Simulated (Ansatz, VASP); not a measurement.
# One calculation of Hf3Ti, two programs

```xyz
4
Lattice="4.1518 0.0000 0.0000 0.0000 4.1518 0.0000 0.0000 0.0000 4.1518" Properties=species:S:1:pos:R:3 pbc="T T T"
Hf    0.0000    2.0759    2.0759
Hf    2.0759    0.0000    2.0759
Hf    2.0759    2.0759    0.0000
Ti    0.0000    0.0000    0.0000
```

Alike in both runs: task single point; functional PBE; k mesh 4 × 4 × 4; occupations gaussian, width 0.1 eV; no spin polarisation.

|  | VASP | Ansatz |
| --- | --- | --- |
| version | VASP 6.6.1 | Ansatz 0.2.0 |
| potentials or method | VASP PAW PBE potentials, release 64 (Hf_pv, Ti_sv), cutoff 520 eV | scalar-relativistic, plane waves, PAW |
| valence electrons in the cell | 42 | 90 |

VASP gave:

```
gap on the k mesh at the Fermi level (eV) : none
pressure (GPa)                            : 23.8
```

Q: What did Ansatz give for the same quantities?

A: gap on the k mesh at the Fermi level (eV): none; pressure (GPa): 24.3.

A gap of «none» marks a metal or a gap that the smearing closes. With one functional, cell and mesh, what is left measures potentials, basis and numerics. VASP's potentials hold 42 valence electrons a cell and Ansatz's 90, so a difference there can come from the potentials and not from the codes.

The k mesh is coarse, so the values compare programs but aren't converged. Neither program's run includes spin-orbit coupling.
